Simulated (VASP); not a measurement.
# MgSc2Br (P-4m2) in VASP: a series of runs

Runs on MgSc2Br. Level: PBE. Tasks: relaxation of cell and atoms, single point.

All numbers are computed with VASP 6.6.1; they aren't measurements. Logs are shortened: lines on timing, memory, paths and dates and some standing lists are left out, and cuts for length are marked.

### Step 1. The cell of the first run

The structure is tetragonal, space group P-4m2 (No. 115). The conventional cell has a = 3.271 Å, b = 3.271 Å, c = 9.894 Å, α = 90.00°, β = 90.00°, γ = 90.00°. Mg (site symmetry -4m2) has 4 Sc at 3.17 Å and 4 Mg at 3.27 Å within 4.2 Å. Sc (site symmetry 2mm) has 2 Br at 2.76 Å and 2 Mg at 3.17 Å and 4 Sc at 3.27 Å within 3.6 Å. Within 3.6 Å of Br (site symmetry -4m2) lie 4 Sc at 2.76 Å and 4 Br at 3.27 Å.

The cell was generated, and may not be a known phase.

### Step 2. Relaxation of cell and atoms, PBE

INCAR reads:

```
ALGO = Normal ; EDIFF = 1E-6
EDIFFG = -0.04 ; ENCUT = 600
GGA = PE ; IBRION = 2
ISIF = 3 ; ISMEAR = 0
LASPH = True ; LCHARG = False
LREAL = False ; LWAVE = False
NELM = 60 ; NSW = 90
PREC = Accurate ; SIGMA = 0.1
```

KPOINTS reads:

```
k-points
0
Gamma
  6 6 2
```

POSCAR reads:

```
MgSc2Br
1.0
    3.2706007850      0.0000000000      0.0000000000
    0.0000000000      3.2706007850      0.0000000000
    0.0000000000      0.0000000000      9.8936112368
Mg Sc Br
1 2 1
Direct
    0.0000000000      0.0000000000      0.5000000000
    0.5000000000      0.0000000000      0.7749390937
    0.0000000000      0.5000000000      0.2250609063
    0.5000000000      0.5000000000      0.0000000000
```

Potentials or basis: VASP PAW PBE potentials, release 64 (Mg, Sc_sv, Br).

Started as:

```sh
$ cat potpaw_PBE.64/Mg/POTCAR potpaw_PBE.64/Sc_sv/POTCAR potpaw_PBE.64/Br/POTCAR > POTCAR
$ mpirun -np 1 vasp_std > vasp.out
```

OUTCAR:

```text
EDIFF = 1E-6
   EDIFFG = -0.04
   ENCUT = 600
   GGA = PE
   IBRION = 2
   ISIF = 3
   ISMEAR = 0
   LASPH = True
   LREAL = False
   NELM = 60
   NSW = 90
   PREC = Accurate

 ion  position               nearest neighbor table
   1  0.000  0.000  0.500-   2 3.17   3 3.17   3 3.17   2 3.17
   2  0.500  0.000  0.775-   4 2.76   4 2.76   1 3.17   1 3.17
   3  0.000  0.500  0.225-   4 2.76   4 2.76   1 3.17   1 3.17
   4  0.500  0.500  0.000-   2 2.76   3 2.76   2 2.76   3 2.76

  LATTYP: Found a simple tetragonal cell.
 ALAT       =     3.2706007850
 C/A-ratio  =     3.0250134110

  Lattice vectors:

 A1 = (   3.2706007850,   0.0000000000,   0.0000000000)
 A2 = (   0.0000000000,   3.2706007850,   0.0000000000)
 A3 = (   0.0000000000,   0.0000000000,   9.8936112368)

Analysis of symmetry for initial positions (statically):
=====================================================================
 Subroutine PRICEL returns:
 Original cell was already a primitive cell.

 Routine SETGRP: Setting up the symmetry group for a
 simple tetragonal supercell.

 Subroutine GETGRP returns: Found  8 space group operations
 (whereof  8 operations were pure point group operations)
 out of a pool of 16 trial point group operations.

The static configuration has the point symmetry D_2d.

Analysis of symmetry for dynamics (positions and initial velocities):
=====================================================================
 Subroutine PRICEL returns:
 Original cell was already a primitive cell.

 Routine SETGRP: Setting up the symmetry group for a
 simple tetragonal supercell.

 Subroutine GETGRP returns: Found  8 space group operations
 (whereof  8 operations were pure point group operations)
 out of a pool of 16 trial point group operations.

The dynamic configuration has the point symmetry D_2d.

 Subroutine INISYM returns: Found  8 space group operations
 (whereof  8 operations are pure point group operations),
 and found     1 'primitive' translations

[... 151 lines left out ...]
  Total        0.0614186      0.0614186      0.1984277      0.0000000      0.0000000      0.0000000
  in kB        0.9298235      0.9298235      3.0040203      0.0000000      0.0000000      0.0000000
  external PRESSURE =       1.6212225 kB  Pullay stress =       0.0000000 kB

 VOLUME and BASIS-vectors are now :
 -----------------------------------------------------------------------------
  energy-cutoff  :      600.00
  volume of cell :      105.83
      direct lattice vectors                 reciprocal lattice vectors
     3.270600785  0.000000000  0.000000000     0.305754222  0.000000000  0.000000000
     0.000000000  3.270600785  0.000000000     0.000000000  0.305754222  0.000000000
     0.000000000  0.000000000  9.893611237     0.000000000  0.000000000  0.101075328

 POSITION                                       TOTAL-FORCE (eV/Angst)
 -----------------------------------------------------------------------------------
      0.00000      0.00000      4.94681         0.000000     -0.000000      0.000000
      1.63530      0.00000      7.66695        -0.000000     -0.000000     -0.063629
      0.00000      1.63530      2.22667         0.000000     -0.000000      0.063629
      1.63530      1.63530      0.00000         0.000000      0.000000      0.000000
 -----------------------------------------------------------------------------------
    total drift:                                0.000000      0.000000      0.000000

  FREE ENERGIE OF THE ION-ELECTRON SYSTEM (eV)
  ---------------------------------------------------
  free  energy   TOTEN  =       -15.9394510853 eV

  energy  without entropy=      -15.9080459813  energy(sigma->0) =      -15.92374853

--------------------------------------- Ionic step        2  -------------------------------------------

 number of electron      30.9999998 magnetization

 Free energy of the ion-electron system (eV)
  ---------------------------------------------------
  ext. energy  EPLUGINS =         0.00000000
  ---------------------------------------------------
  free energy    TOTEN  =       -15.94001089 eV

  energy without entropy =      -15.90821758  energy(sigma->0) =      -15.92411424

 E-fermi :   3.5297     XC(G=0):  -9.0148

 val. band max:        3.5220129013   @ k =   0.1667   0.1667   0.5000
 cond. band min:       3.5503707617   @ k =   0.3333   0.3333   0.5000
 fundamental gap:      0.0283578604
 Fermi energy:         3.5297019236

 k-point     1 :       0.0000    0.0000    0.0000
  band No.  band energies     occupation
      1     -46.6339      2.00000
      2     -46.6338      2.00000
      3     -25.3658      2.00000
      4     -25.3529      2.00000
      5     -25.1447      2.00000
      6     -25.1447      2.00000
[... 417 lines left out ...]
      6     -25.3073      2.00000
[... 11 lines left out ...]
     18       4.5612      0.00000
     19       4.6188      0.00000

------------------------ aborting loop because EDIFF is reached ----------------------------------------

  FORCE on cell =-STRESS in cart. coord.  units (eV):
  Direction    XX          YY          ZZ          XY          YZ          ZX
  --------------------------------------------------------------------------------------
  -------------------------------------------------------------------------------------
  Total       -0.0100964     -0.0100964      0.0005273      0.0000000     -0.0000000      0.0000000
  in kB       -0.1522599     -0.1522599      0.0079522      0.0000000     -0.0000000      0.0000000
  external PRESSURE =      -0.0988558 kB  Pullay stress =       0.0000000 kB

 VOLUME and BASIS-vectors are now :
 -----------------------------------------------------------------------------
  energy-cutoff  :      600.00
  volume of cell :      106.24
      direct lattice vectors                 reciprocal lattice vectors
     3.273023479  0.000000000  0.000000000     0.305527903  0.000000000  0.000000000
     0.000000000  3.273023479  0.000000000     0.000000000  0.305527903  0.000000000
     0.000000000  0.000000000  9.917288322     0.000000000  0.000000000  0.100834015

 POSITION                                       TOTAL-FORCE (eV/Angst)
 -----------------------------------------------------------------------------------
      0.00000      3.27302      4.95864         0.000000      0.000000      0.000000
      1.63651      3.27302      7.68222         0.000000     -0.000000     -0.035023
      0.00000      1.63651      2.23507         0.000000      0.000000      0.035023
      1.63651      1.63651      0.00000         0.000000      0.000000      0.000000
 -----------------------------------------------------------------------------------
    total drift:                                0.000000      0.000000      0.000000

  FREE ENERGIE OF THE ION-ELECTRON SYSTEM (eV)
  ---------------------------------------------------
  free  energy   TOTEN  =       -15.9400108903 eV

  energy  without entropy=      -15.9082175800  energy(sigma->0) =      -15.92411424

 reached required accuracy - stopping structural energy minimisation
```

CONTCAR:

```text
MgSc2Br
   1.00000000000000
     3.2730234792441704    0.0000000000000000    0.0000000000000000
     0.0000000000000000    3.2730234792441704    0.0000000000000000
     0.0000000000000000    0.0000000000000000    9.9172883218712418
  Mg              Sc              Br
     1     2     1
Direct
     0.0000000000000000    1.0000000000000000    0.5000000000000000
     0.5000000000000000    1.0000000000000000    0.7746288281108018
     0.0000000000000000    0.5000000000000000    0.2253711718891981
     0.5000000000000000    0.5000000000000000    0.0000000000000000

  0.00000000E+00  0.00000000E+00  0.00000000E+00
  0.00000000E+00  0.00000000E+00  0.00000000E+00
  0.00000000E+00  0.00000000E+00  0.00000000E+00
  0.00000000E+00  0.00000000E+00  0.00000000E+00
```

It took 44 s on 1 thread of Intel Xeon 6975P-C (Granite Rapids), shared host; peak memory 0.27 GiB.

Results:

| Item | Value |
| --- | --- |
| Free energy | -15.9400 eV |
| Relaxed volume | 26.56 Å³/atom |
| Relaxed cell | a = 3.273 Å, b = 3.273 Å, c = 9.917 Å, α = 90.00°, β = 90.00°, γ = 90.00° |
| Space group after relaxing (to 0.1 Å) | P-4m2 (No. 115) |
| Energy gained by relaxing | 0.1 meV/atom |
| Ionic steps | 2 |
| Pressure after relaxing | 0.0 GPa |
| Largest force after relaxing | 0.035 eV/Å |
| Band gap on the k mesh | zero (an odd number of electrons rules out a gap without spin polarisation) |

Forces on the atoms (eV/Å):
```
Mg   0.000  0.000  0.000
Sc   0.000  0.000 -0.035
Sc   0.000  0.000  0.035
Br   0.000  0.000  0.000
```

The path:
| step | energy change (eV) | largest force (eV/Å) | pressure (GPa) | volume (Å³) |
| --- | --- | --- | --- | --- |
| 1 | 0.0000 | 0.0636 | 0.16 | 105.83 |
| 2 | -0.0006 | 0.0350 | -0.01 | 106.24 |

Final structure:
```
Mg Sc Br
1.0
     3.27302    0.00000    0.00000
     0.00000    3.27302    0.00000
     0.00000    0.00000    9.91729
Mg Sc Br
1 2 1
Cartesian
  0.0000 3.2730 4.9586
  1.6365 3.2730 7.6822
  0.0000 1.6365 2.2351
  1.6365 1.6365 0.0000
```

### Step 3. Single point, PBE, collinear spin

INCAR reads:

```
  PREC = Accurate
  ENCUT = 520
  EDIFF = 1E-6
  ISMEAR = 0
  SIGMA = 0.1
  LREAL = F
  LASPH = T
  NELM = 150
  ALGO = Normal
  ISIF = 2
  LWAVE = F
  LCHARG = F
  ISPIN = 2
  MAGMOM = 0 1 1 0
  LORBIT = 11
  LMAXMIX = 4
  GGA = PE
  NBANDS = 28
```

KPOINTS reads:

```
regular mesh
0
Gamma
  6 6 2
```

POSCAR reads:

```
MgSc2Br
1.0
    3.2712612375      0.0000000000      0.0000000000
    0.0000000000      3.2712612375      0.0000000000
    0.0000000000      0.0000000000      9.9045581101
Mg Sc Br
1 2 1
Direct
    0.0000000000      0.0000000000      0.5000000000
    0.5000000000      0.0000000000      0.7741036484
    0.0000000000      0.5000000000      0.2258963516
    0.5000000000      0.5000000000      0.0000000000
```

Potentials or basis: VASP PAW PBE potentials, release 64 (Mg, Sc_sv, Br).

Started as:

```sh
$ cat potpaw_PBE.64/Mg/POTCAR potpaw_PBE.64/Sc_sv/POTCAR potpaw_PBE.64/Br/POTCAR > POTCAR
$ mpirun -np 1 vasp_std > vasp.out
```

OUTCAR:

```text
PREC = Accurate
   ENCUT = 520
   EDIFF = 1E-6
   ISMEAR = 0
   LREAL = F
   LASPH = T
   NELM = 150
   ISIF = 2
   ISPIN = 2
   LORBIT = 11
   GGA = PE

 ion  position               nearest neighbor table
   1  0.000  0.000  0.500-   2 3.17   3 3.17   3 3.17   2 3.17
   2  0.500  0.000  0.774-   4 2.77   4 2.77   1 3.17   1 3.17
   3  0.000  0.500  0.226-   4 2.77   4 2.77   1 3.17   1 3.17
   4  0.500  0.500  0.000-   2 2.77   3 2.77   2 2.77   3 2.77

  LATTYP: Found a simple tetragonal cell.
 ALAT       =     3.2712612375
 C/A-ratio  =     3.0277490518

  Lattice vectors:

 A1 = (   3.2712612375,   0.0000000000,   0.0000000000)
 A2 = (   0.0000000000,   3.2712612375,   0.0000000000)
 A3 = (   0.0000000000,   0.0000000000,   9.9045581101)

Analysis of symmetry for initial positions (statically):
[... 1399 lines left out ...]
------------------------ aborting loop because EDIFF is reached ----------------------------------------

  FORCE on cell =-STRESS in cart. coord.  units (eV):
  Direction    XX          YY          ZZ          XY          YZ          ZX
  --------------------------------------------------------------------------------------
  -------------------------------------------------------------------------------------
  Total        0.2474517      0.2474517      0.3025896      0.0000000      0.0000000      0.0000000
  in kB        3.7405499      3.7405499      4.5740301      0.0000000      0.0000000      0.0000000
  external PRESSURE =       4.0183766 kB  Pullay stress =       0.0000000 kB

 VOLUME and BASIS-vectors are now :
 -----------------------------------------------------------------------------
  energy-cutoff  :      520.00
  volume of cell :      105.99
      direct lattice vectors                 reciprocal lattice vectors
     3.271261238  0.000000000  0.000000000     0.305692492  0.000000000  0.000000000
     0.000000000  3.271261238  0.000000000     0.000000000  0.305692492  0.000000000
     0.000000000  0.000000000  9.904558110     0.000000000  0.000000000  0.100963616

 POSITION                                       TOTAL-FORCE (eV/Angst)
 -----------------------------------------------------------------------------------
      0.00000      0.00000      4.95228        -0.000000     -0.000000      0.000000
      1.63563      0.00000      7.66715         0.000000     -0.000000     -0.107628
      0.00000      1.63563      2.23740         0.000000     -0.000000      0.107628
      1.63563      1.63563      0.00000         0.000000      0.000000      0.000000
 -----------------------------------------------------------------------------------
    total drift:                                0.000000     -0.000000      0.000000

  FREE ENERGIE OF THE ION-ELECTRON SYSTEM (eV)
  ---------------------------------------------------
  free  energy   TOTEN  =       -15.9585941660 eV

  energy  without entropy=      -15.9322655376  energy(sigma->0) =      -15.94542985

 total charge

# of ion       s       p       d       tot
------------------------------------------
    1        0.231   0.106   0.008   0.344
    2        2.226   6.061   1.070   9.357
    3        2.226   6.061   1.070   9.357
    4        1.614   3.284   0.042   4.940
--------------------------------------------------
tot          6.296  15.512   2.190  23.997

 magnetization (x)

# of ion       s       p       d       tot
------------------------------------------
    1        0.003   0.006   0.001   0.010
    2        0.022   0.022   0.488   0.532
    3        0.022   0.022   0.488   0.532
    4        0.001  -0.015   0.015   0.001
--------------------------------------------------
tot          0.049   0.034   0.993   1.076
```

stdout:

```text
POSCAR found type information on POSCAR MgScBr
 POSCAR found :  3 types and       4 ions
 scaLAPACK will be used
 LDA part: xc-table for (Slater+PW92), standard interpolation
 POSCAR, INCAR and KPOINTS ok, starting setup
 FFT: planning ... GRIDC
 FFT: planning ... GRID_SOFT
 FFT: planning ... GRID
 WAVECAR not read
 entering main loop
```

It took 79 s on 1 thread of Intel Xeon 6975P-C (Granite Rapids), shared host; peak memory 0.29 GiB.

Results:

* Free energy: -15.9586 eV
* Pressure: 0.4 GPa
* Largest force: 0.108 eV/Å
* Net moment: 1.71 μB per cell
* Site moments: Mg +0.01; Sc +0.53; Br +0.00 μB
* Valence electrons inside the program's atomic spheres: Mg 0.34; Sc 9.36; Br 4.94

Forces in eV/Å, atoms in the order of the input:
```
Mg   0.000  0.000  0.000
Sc   0.000  0.000 -0.108
Sc   0.000  0.000  0.108
Br   0.000  0.000  0.000
```

The gap in the log of VASP goes by the Fermi energy; the results here count the filled bands.